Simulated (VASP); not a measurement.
# W (P6_3/mmc) in VASP: a series of runs

The runs below take W through relaxation of cell and atoms, single point, with PBEsol.

Everything below comes from runs of VASP 6.6.1. Logs are shortened: lines on timing, memory, paths and dates and some standing lists are left out, and cuts for length are marked.

## Step 1: The cell of the first run

It takes space group P6_3/mmc (No. 194, hexagonal). Conventional cell: a = 2.819 Å, b = 2.819 Å, c = 9.208 Å, α = 90.00°, β = 90.00°, γ = 120.00°. W (site symmetry -3m) has 12 W at 2.82 Å within 3.7 Å. W (site symmetry -6m2) has 12 W at 2.82 Å within 3.7 Å.

## Step 2: Relaxation of cell and atoms, PBEsol

INCAR

```
SYSTEM = W
  PREC = Accurate
  ENCUT = 600
  EDIFF = 1E-7
  ISMEAR = -1
  SIGMA = 0.1
  LREAL = .FALSE.
  LASPH = .TRUE.
  NELM = 80
  ALGO = Normal
  ISIF = 3
  LWAVE = .FALSE.
  LCHARG = .FALSE.
  GGA = PS
  IBRION = 2
  NSW = 80
  EDIFFG = -0.01
```

KPOINTS

```
Automatic mesh
0
G
  13 13 4
  0 0 0
```

POSCAR

```
W
1.0
    2.8194054199      0.0000000000      0.0000000000
   -1.4097027100      2.4416767172      0.0000000000
    0.0000000000      0.0000000000      9.2081781015
W
4
Direct
    0.0000000000      0.0000000000      0.0000000000
    0.0000000000      0.0000000000      0.5000000000
    0.3333333333      0.6666666667      0.2500000000
    0.6666666667      0.3333333333      0.7500000000
```

Potentials or basis: VASP PAW PBE potentials, release 64 (W_sv).

Launch:

```sh
cat potpaw_PBE.64/W_sv/POTCAR > POTCAR
mpirun -np 1 vasp_std > vasp.out
```

OUTCAR:

```text
SYSTEM = W
   PREC = Accurate
   ENCUT = 600
   EDIFF = 1E-7
   ISMEAR = -1
   LREAL = .FALSE.
   LASPH = .TRUE.
   NELM = 80
   ISIF = 3
   GGA = PS
   IBRION = 2
   NSW = 80
   EDIFFG = -0.01

 ion  position               nearest neighbor table
   1  0.000  0.000  0.000-   3 2.82   4 2.82   4 2.82   3 2.82   4 2.82   3 2.82
   2  0.000  0.000  0.500-   3 2.82   4 2.82   4 2.82   3 2.82   4 2.82   3 2.82
   3  0.333  0.667  0.250-   1 2.82   2 2.82   1 2.82   2 2.82   1 2.82   2 2.82
   4  0.667  0.333  0.750-   1 2.82   2 2.82   1 2.82   2 2.82   1 2.82   2 2.82

  LATTYP: Found a hexagonal cell.
 ALAT       =     2.8194054199
 C/A-ratio  =     3.2660000000

  Lattice vectors:

 A1 = (   2.8194054199,   0.0000000000,   0.0000000000)
 A2 = (  -1.4097027100,   2.4416767172,   0.0000000000)
 A3 = (   0.0000000000,   0.0000000000,   9.2081781015)

Analysis of symmetry for initial positions (statically):
=====================================================================
 Subroutine PRICEL returns:
 Original cell was already a primitive cell.

 Routine SETGRP: Setting up the symmetry group for a
 hexagonal supercell.

 Subroutine GETGRP returns: Found 24 space group operations
 (whereof 12 operations were pure point group operations)
 out of a pool of 24 trial point group operations.

The static configuration has the point symmetry D_3d.
 The point group associated with its full space group is D_6h.

Analysis of symmetry for dynamics (positions and initial velocities):
=====================================================================
 Subroutine PRICEL returns:
 Original cell was already a primitive cell.

 Routine SETGRP: Setting up the symmetry group for a
 hexagonal supercell.

 Subroutine GETGRP returns: Found 24 space group operations
 (whereof 12 operations were pure point group operations)
 out of a pool of 24 trial point group operations.

The dynamic configuration has the point symmetry D_3d.
 The point group associated with its full space group is D_6h.

 Subroutine INISYM returns: Found 24 space group operations
 (whereof 12 operations are pure point group operations),
 and found     1 'primitive' translations

----------------------------------------------------------------------------------------

                                     Primitive cell

  volume of cell :      63.3898

  direct lattice vectors                    reciprocal lattice vectors
     2.819405420  0.000000000  0.000000000     0.354684712  0.204777314  0.000000000
    -1.409702710  2.441676717  0.000000000     0.000000000  0.409554628  0.000000000
     0.000000000  0.000000000  9.208178101     0.000000000  0.000000000  0.108599116

[... 112 lines left out ...]
   GGA     = PS    functional components
   LHFCALC =     F    Hartree Fock is set to
   AEXX    =    0.0000 exact exchange contribution
   IVDW    =     0    specifies the selected vdW correction
   LEPSILON=     F    determine dielectric tensor
   LRPA    =     F    only Hartree local field effects (RPA)
 conjugate gradient relaxation of ions
 non-spin polarized calculation
  energy-cutoff  :      600.00
  volume of cell :       63.39
 maximum number of plane-waves:      2149
 NGX is ok and might be reduce to    24
   NGX = 11   NGY = 11   NGZ = 37

--------------------------------------- Ionic step        1  -------------------------------------------

 number of electron      56.0000007 magnetization

 Free energy of the ion-electron system (eV)
  ---------------------------------------------------
  ext. energy  EPLUGINS =         0.00000000
  ---------------------------------------------------
  free energy    TOTEN  =       -53.16049215 eV

  energy without entropy =      -52.98131041  energy(sigma->0) =      -53.07090128

------------------------ aborting loop because EDIFF is reached ----------------------------------------

  FORCE on cell =-STRESS in cart. coord.  units (eV):
  Direction    XX          YY          ZZ          XY          YZ          ZX
  --------------------------------------------------------------------------------------
  -------------------------------------------------------------------------------------
  Total       -0.2060630     -0.2060630      3.7803989      0.0000000     -0.0000000      0.0000000
  in kB       -5.2082437     -5.2082437     95.5495847      0.0000000     -0.0000000      0.0000000
  external PRESSURE =      28.3776991 kB  Pullay stress =       0.0000000 kB
[... 95 lines left out ...]
  FREE ENERGIE OF THE ION-ELECTRON SYSTEM (eV)
  ---------------------------------------------------
  free  energy   TOTEN  =       -53.2429352566 eV

  energy  without entropy=      -53.0882672722  energy(sigma->0) =      -53.16560126

[... ionic steps 4 to 9 ...]

--------------------------------------- Ionic step       10  -------------------------------------------

 number of electron      55.9999993 magnetization

------------------------ aborting loop because EDIFF is reached ----------------------------------------
[... 71 lines left out ...]
--------------------------------------- Ionic step       12  -------------------------------------------

 number of electron      55.9999993 magnetization

 Free energy of the ion-electron system (eV)
  ---------------------------------------------------
  ext. energy  EPLUGINS =         0.00000000
  ---------------------------------------------------
  free energy    TOTEN  =       -53.31474229 eV

  energy without entropy =      -53.18312594  energy(sigma->0) =      -53.24893411

 E-fermi :  10.7088     XC(G=0): -13.6727

 val. band max:       10.7064835240   @ k =   0.3077   0.2308   0.2500
 cond. band min:      10.7142829385   @ k =   0.3846   0.1538   0.2500
 fundamental gap:      0.0077994146
 Fermi energy:        10.7087523324

 k-point     1 :       0.0000    0.0000    0.0000
  band No.  band energies     occupation
      1     -62.9756      2.00000
      2     -62.9466      2.00000
      3     -62.9139      2.00000
      4     -62.8846      2.00000
      5     -27.7569      2.00000
      6     -27.2710      2.00000
[... 853 lines left out ...]
     32      11.4510      0.00119
     33      11.9926      0.00001

 [... further k-points ...]

------------------------ aborting loop because EDIFF is reached ----------------------------------------

  FORCE on cell =-STRESS in cart. coord.  units (eV):
  Direction    XX          YY          ZZ          XY          YZ          ZX
  --------------------------------------------------------------------------------------
  -------------------------------------------------------------------------------------
  Total        0.0316871      0.0316871      0.0344598     -0.0000000      0.0000000      0.0000000
  in kB        0.7904230      0.7904230      0.8595864     -0.0000000      0.0000000      0.0000000
  external PRESSURE =       0.8134775 kB  Pullay stress =       0.0000000 kB
[... 19 lines left out ...]
  FREE ENERGIE OF THE ION-ELECTRON SYSTEM (eV)
  ---------------------------------------------------
  free  energy   TOTEN  =       -53.3147422901 eV

  energy  without entropy=      -53.1831259375  energy(sigma->0) =      -53.24893411

 reached required accuracy - stopping structural energy minimisation
```

OSZICAR:

```text
N       E                     dE             d eps       ncg     rms          rms(c)
DAV:   1     0.728589025600E+03    0.72859E+03   -0.35148E+04  4158   0.220E+03
DAV:   2    -0.165274589135E+02   -0.74512E+03   -0.73618E+03  4367   0.654E+02
DAV:   3    -0.546588155146E+02   -0.38131E+02   -0.37027E+02  5151   0.133E+02
[... 118 lines left out ...]
DAV:   3    -0.533147439681E+02    0.75443E-04   -0.28037E-04  5086   0.111E-01    0.101E-02
DAV:   4    -0.533147430186E+02    0.94951E-06   -0.22598E-05  4908   0.459E-02    0.668E-03
DAV:   5    -0.533147426270E+02    0.39152E-06   -0.12718E-06  5007   0.998E-03    0.435E-03
DAV:   6    -0.533147423481E+02    0.27890E-06   -0.89985E-08  2306   0.280E-03    0.111E-03
DAV:   7    -0.533147422901E+02    0.58061E-07   -0.42763E-08  2158   0.144E-03
  12 F= -.53314742E+02 E0= -.53248934E+02  d E =-.139825E-03
```

CONTCAR:

```text
W
   1.00000000000000
     2.7636465092530389    0.0000000000011215    0.0000000000000000
    -1.3818232546745595    2.3933880840918782    0.0000000000000000
     0.0000000000000000   -0.0000000000000000    9.7104284411336153
  W
     4
Direct
     0.0000000000000000    0.0000000000000000    0.0000000000000000
     0.0000000000000000    0.0000000000000000    0.5000000000000000
     0.3333333332999970    0.6666666667000030    0.2500000000000000
     0.6666666667000030    0.3333333332999970    0.7500000000000000

  0.00000000E+00  0.00000000E+00  0.00000000E+00
  0.00000000E+00  0.00000000E+00  0.00000000E+00
  0.00000000E+00  0.00000000E+00  0.00000000E+00
  0.00000000E+00  0.00000000E+00  0.00000000E+00
```

It took 8.1 min on 1 thread of Intel Xeon Platinum 8559C (Emerald Rapids), shared host; peak memory 0.29 GiB.

What came out:

| Quantity | Value |
| --- | --- |
| Free energy | -53.3147 eV |
| Relaxed volume | 16.06 Å³/atom |
| Relaxed cell | a = 2.764 Å, b = 2.764 Å, c = 9.710 Å, α = 90.00°, β = 90.00°, γ = 120.00° |
| Space group after relaxing (to 0.05 Å) | P6_3/mmc (No. 194) |
| Energy gained by relaxing | 38.6 meV/atom |
| Ionic steps | 12 |
| Pressure after relaxing | 0.1 GPa |
| Band gap on the k mesh | zero (band 28 reaches 12.13 eV, above the bottom of band 29 at 10.29 eV) |

Step by step:
```
step  energy change (eV)  largest force (eV/Å)  pressure (GPa)  volume (Å³)
   1              0.0000                0.0000            2.84        63.39
   2             -0.0803                0.0000           -8.15        65.95
   3             -0.0824                0.0000           -6.85        65.61
   4             -0.1232                0.0000           -5.99        65.50
   5             -0.1352                0.0000           -5.16        65.41
   6             -0.1518                0.0000           -1.89        64.65
   7             -0.1541                0.0000           -0.13        64.26
   8             -0.1541                0.0000           -0.02        64.24
   9             -0.1542                0.0000            0.00        64.24
  10             -0.1542                0.0000            0.05        64.23
  11             -0.1542                0.0000            0.13        64.22
  12             -0.1543                0.0000            0.08        64.23
```

Final structure:
```cif
data_structure
_symmetry_space_group_name_H-M 'P 1'
_symmetry_Int_Tables_number 1
_cell_length_a 2.7636
_cell_length_b 2.7636
_cell_length_c 9.7104
_cell_angle_alpha 90.000
_cell_angle_beta 90.000
_cell_angle_gamma 120.000
_cell_volume 64.23
loop_
_atom_site_label
_atom_site_type_symbol
_atom_site_fract_x
_atom_site_fract_y
_atom_site_fract_z
_atom_site_occupancy
W1 W 0.00000 0.00000 0.00000 1
W2 W 0.00000 0.00000 0.50000 1
W3 W 0.33333 0.66667 0.25000 1
W4 W 0.66667 0.33333 0.75000 1
```

Caveat: the PAW data sets were made with another functional, which shifts forces and pressure a little; spin-orbit coupling is left out, which moves the levels of the heavy elements.

## Step 3: Single point, PBEsol (volume scaled by 1.04)

INCAR

```
ALGO = Normal
EDIFF = 1E-6
ENCUT = 520
GGA = PS
ISIF = 2
ISMEAR = -1
LASPH = True
LCHARG = False
LREAL = False
LWAVE = False
NBANDS = 36
NELM = 60
PREC = Accurate
SIGMA = 0.1
```

KPOINTS

```
k-points
0
Gamma
  15 15 4
```

POSCAR

```
W
1.0
    2.7979792934      0.0000000000      0.0000000000
   -1.3989896467      2.4231211473      0.0000000000
    0.0000000000      0.0000000000      9.8330759838
W
4
Direct
    0.0000000000      0.0000000000      1.0000000000
    0.0000000000      0.0000000000      0.5000000000
    0.3333333333      0.6666666667      0.2500000000
    0.6666666667      0.3333333333      0.7500000000
```

Potentials or basis: VASP PAW PBE potentials, release 64 (W_sv).

Launch:

```sh
cat potpaw_PBE.64/W_sv/POTCAR > POTCAR
mpirun -np 1 vasp_std > vasp.out
```

Wall time 2 min (1 thread of AMD EPYC 9R45 (Zen 5), shared host); peak memory 0.26 GiB.

It converged, with:

| Item | Value |
| --- | --- |
| Free energy | -53.2327 eV |
| Pressure | -10.5 GPa |
| Band gap on the k mesh | zero (band 28 reaches 11.52 eV, above the bottom of band 29 at 9.62 eV) |

Stress tensor (GPa, compression positive):
```
-10.91   0.00   0.00
  0.00 -10.91   0.00
  0.00   0.00  -9.68
```

Levels at points of the mesh, in eV from the Fermi level:
```csv
k point,band 26,band 27,band 28,band 29,band 30,band 31
"(0.00, 0.00, 0.00)",-0.43,-0.43,-0.18,-0.15,-0.15,0.02
"(0.00, 0.00, 0.50)",-0.45,-0.45,-0.45,-0.14,-0.14,-0.14
```

Caveat: the cell differs from its parent crystal (volume scaled by 1.04); the PAW data sets were made with another functional, which shifts forces and pressure a little; spin-orbit coupling is left out, which moves the levels of the heavy elements.

[end of part 1 of 2]
